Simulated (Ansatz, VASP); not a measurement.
# Sb: VASP beside Ansatz

INCAR

```
SYSTEM = Sb
PREC = Accurate ; ENCUT = 520
EDIFF = 1E-8 ; ISMEAR = -1
SIGMA = 0.05 ; LREAL = .False.
LASPH = .True. ; NELM = 80
ALGO = Normal ; ISIF = 2
LWAVE = .False. ; LCHARG = .False.
GGA = PE ; LEFG = .True.
NBANDS = 12
```

File KPOINTS:

```
regular mesh
0
Gamma
  13 13 7
  0 0 0
```

The input POSCAR:

```
Sb
1.0
    3.4216234127      0.0000000000      0.0000000000
   -1.7108117063      2.9632127976      0.0000000000
    0.0000000000      0.0000000000      5.2503643077
Sb
2
Direct
    0.3333333333      0.6666666667      0.2500000000
    0.6666666667      0.3333333333      0.7500000000
```

Input for Ansatz:

```yaml
crystal:
  lattice:
    - [3.4216234127, 0.0, 0.0]
    - [-1.7108117063, 2.9632127976, 0.0]
    - [0.0, 0.0, 5.2503643077]
  atoms:
    - { symbol: Sb, position: [0.3333333333, 0.6666666667, 0.25] }
    - { symbol: Sb, position: [0.6666666667, 0.3333333333, 0.75] }
kpoints:
  mp_grid: { grid: [13, 13, 7] }
scf:
  occupations: { method: fermi_dirac, width: 0.05 }
hamiltonian:
  xc: pbe
  pseudopotentials: { kind: paw }
output:
  forces: true
  stress: true
  eigenvalues: true
  efg: { contact_densities: true }
```

Change from the starting cell: volume scaled by 0.97, PAW files.

Alike in both runs: task electric field gradients; functional PBE; k mesh 13 × 13 × 7; occupations fermi-dirac, width 0.05 eV; no spin polarisation.

|  | VASP | Ansatz |
| --- | --- | --- |
| version | VASP 6.6.1 | Ansatz 0.2.0 |
| potentials or method | VASP PAW PBE potentials, release 64 (Sb) | PAW with Ansatz's default frozen-core files, scalar-relativistic |
| plane-wave cutoff (eV) | 520 | 420 |
| valence electrons in the cell | 10 | 30 |

```csv
,VASP,Ansatz,Ansatz less VASP
pressure (GPa),1.7,1.9,+0.14
size of Vzz on the site where it differs most (V/Å²),17.3,19.1,+1.89
```

VASP's potentials hold 10 valence electrons a cell and Ansatz's 30, so a difference there can come from the potentials and not from the codes.

Spin-orbit coupling is off throughout.
